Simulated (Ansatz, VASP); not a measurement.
# Sr: VASP beside Ansatz

INCAR

```
PREC = Accurate
ENCUT = 520
EDIFF = 1E-6
ISMEAR = 0
SIGMA = 0.1
LREAL = F
LASPH = T
NELM = 100
ALGO = Fast
ISIF = 2
LWAVE = F
LCHARG = F
GGA = PS
NBANDS = 17
```

Contents of KPOINTS:

```
Automatic mesh
0
Gamma
  12 12 10
```

POSCAR

```
Sr
1.0
    2.9579193978      2.9579193978      0.0000000000
   -2.9579193978      2.9579193978      0.0000000000
    0.0000000000      0.0000000000      5.7975220197
Sr
2
Direct
    0.0000000000      0.0000000000      0.0000000000
    0.5000000000      0.5000000000      0.5000000000
```

Input for Ansatz:

```yaml
crystal:
  lattice:
    - [2.9579193978, 2.9579193978, 0.0]
    - [-2.9579193978, 2.9579193978, 0.0]
    - [0.0, 0.0, 5.7975220197]
  atoms:
    - { symbol: Sr, position: [0.0, 0.0, 0.0] }
    - { symbol: Sr, position: [0.5, 0.5, 0.5] }
basis:
  ecutwfc: 420
kpoints:
  mp_grid: { grid: [12, 12, 10] }
hamiltonian:
  xc: pbesol
scf:
  occupations: { method: gaussian, width: 0.1 }
output:
  forces: true
  stress: true
  eigenvalues: true
```

Change from the starting cell: strain along c alone, the other axes held, atoms relaxed: -2.0 %.

Alike in both runs: task single point; functional PBEsol; k mesh 12 × 12 × 10; occupations gaussian, width 0.1 eV; no spin polarisation.

|  | VASP | Ansatz |
| --- | --- | --- |
| version | VASP 6.6.1 | Ansatz 0.2.0 |
| potentials or method | VASP PAW PBE potentials, release 64 (Sr_sv), cutoff 520 eV | scalar-relativistic, plane waves, PAW |
| valence electrons in the cell | 20 | 20 |

|  | VASP | Ansatz | Ansatz less VASP |
| --- | --- | --- | --- |
| gap on the k mesh at the Fermi level (eV) | none | none | - |
| pressure (GPa) | 0.3 | 0.3 | -0.01 |

VASP's potentials were made for PBE, not for PBEsol. A gap of «none» marks a metal or a gap that the smearing closes. The functional is the same, so the differences come from potentials, cutoffs and numerics.
